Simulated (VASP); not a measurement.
## LiC2: single point with PBE

Crystal: LiC2.

```
Li C
1.0
     3.87085   -4.08227    0.00000
     3.87085    4.08227    0.00000
     0.00000    0.00000    2.64041
Li C
2 4
Direct
  0.00000 0.50000 0.00000
  0.50000 0.00000 0.00000
  0.00520 0.18275 0.50000
  0.99480 0.81725 0.50000
  0.18275 0.00520 0.50000
  0.81725 0.99480 0.50000
```

The cell was generated, and may not be a known phase.

| Property | Result |
| --- | --- |
| Program | VASP 6.6.1 |
| Task | single point |
| Functional | PBE |
| Potentials or basis | VASP PAW PBE potentials, release 64 (Li_sv, C) |
| Cutoff | 520 eV |
| k mesh | 4 × 4 × 6 |
| Occupations | gaussian, width 0.1 eV |
| Spin | no spin polarisation |

```json
{
  "Largest force": "0.105 eV/Å",
  "Band gap on the k mesh": "zero (bands 11 and 12 overlap by 0.43 eV)"
}
```

Forces on the atoms (eV/Å):
```
Li   0.000  0.000  0.000
Li   0.000  0.000  0.000
C    0.078  0.070  0.000
C   -0.078 -0.070  0.000
C    0.078 -0.070  0.000
C   -0.078  0.070  0.000
```

Levels at points of the mesh, in eV from the Fermi level:
| k point | band 8 | band 9 | band 10 | band 11 | band 12 | band 13 | band 14 | band 15 |
| --- | --- | --- | --- | --- | --- | --- | --- | --- |
| (0.00, 0.00, 0.00) | -4.08 | -1.07 | -0.14 | -0.10 | 3.80 | 3.96 | 4.09 | 4.13 |
| (0.50, 0.00, 0.00) | -3.76 | -1.05 | -1.04 | -0.11 | 2.46 | 3.98 | 4.11 | 5.09 |
| (0.50, 0.50, 0.00) | -3.56 | -1.03 | -1.01 | -0.98 | 2.74 | 3.97 | 4.00 | 6.10 |
| (0.00, 0.00, 0.50) | -3.90 | -2.75 | -1.46 | -1.45 | 1.35 | 1.39 | 3.75 | 6.92 |
| (0.50, 0.00, 0.50) | -3.58 | -1.82 | -1.44 | -1.34 | -0.39 | 1.38 | 3.57 | 7.26 |
| (0.50, 0.50, 0.50) | -2.78 | -1.35 | -1.31 | -1.31 | -0.41 | -0.34 | 3.41 | 6.12 |

Wall time 80 s on 1 thread of Intel Xeon 8259CL, with other jobs on the host, peak memory 0.19 GiB.

Caveat: the k points lie up to 0.40 Å⁻¹ apart.
